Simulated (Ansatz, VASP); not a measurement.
Two plane-wave programs on Lu

INCAR

```
SYSTEM = Lu
  ALGO = Normal
  EDIFF = 1E-6
  ENCUT = 520
  GGA = RP
  ISIF = 2
  ISMEAR = -1
  LASPH = .True.
  LCHARG = .False.
  LREAL = .False.
  LWAVE = .False.
  NBANDS = 18
  NELM = 80
  PREC = Accurate
  SIGMA = 0.1
```

Contents of KPOINTS:

```
k-points
0
Gamma
  12 12 12
  0 0 0
```

POSCAR

```
Lu
1.0
    0.0000000000      2.5470331610      2.5470331610
    2.5470331610      0.0000000000      2.5470331610
    2.5470331610      2.5470331610      0.0000000000
Lu
1
Direct
    0.0000000000      0.0000000000      0.0000000000
```

Input for Ansatz:

```yaml
crystal:
  lattice:
    - [0.0, 2.547033161, 2.547033161]
    - [2.547033161, 0.0, 2.547033161]
    - [2.547033161, 2.547033161, 0.0]
  atoms:
    - { symbol: Lu, position: [0.0, 0.0, 0.0] }
hamiltonian:
  xc: rpbe
  pseudopotentials:
    kind: paw
    azcp:
      Lu: "pseudopotentials/Lu.paw.azcp"
basis:
  ecutwfc: 420
  fft_grid_basis: typed
kpoints:
  mp_grid: { grid: [12, 12, 12], shift: [0, 0, 0] }
magnetization:
  spin_polarized: false
scf:
  occupations: { method: fermi_dirac, width: 0.1 }
  lower_state_search: "off"
output:
  stress: true
  write_density: true
  write_potential: true
  elf: true
  volumetric_format: npy
```

Alike in both runs: task single point; functional RPBE; k mesh 12 × 12 × 12; occupations fermi-dirac, width 0.1 eV; no spin polarisation.

|  | VASP | Ansatz |
| --- | --- | --- |
| version | VASP 6.6.1 | Ansatz 0.2.0 |
| potentials or method | VASP PAW PBE potentials, release 64 (Lu), cutoff 520 eV | plane waves (420 eV) with PAW, scalar-relativistic |
| valence electrons in the cell | 25 | 25 |

Ansatz gave:

- pressure (GPa): -2.6

Q: Estimate VASP's values.

A: Pressure (GPa): -2.5.

VASP's potentials were made for PBE, not for RPBE. The functional is the same, so the differences come from potentials, cutoffs and numerics.

Neither program's run includes spin-orbit coupling.
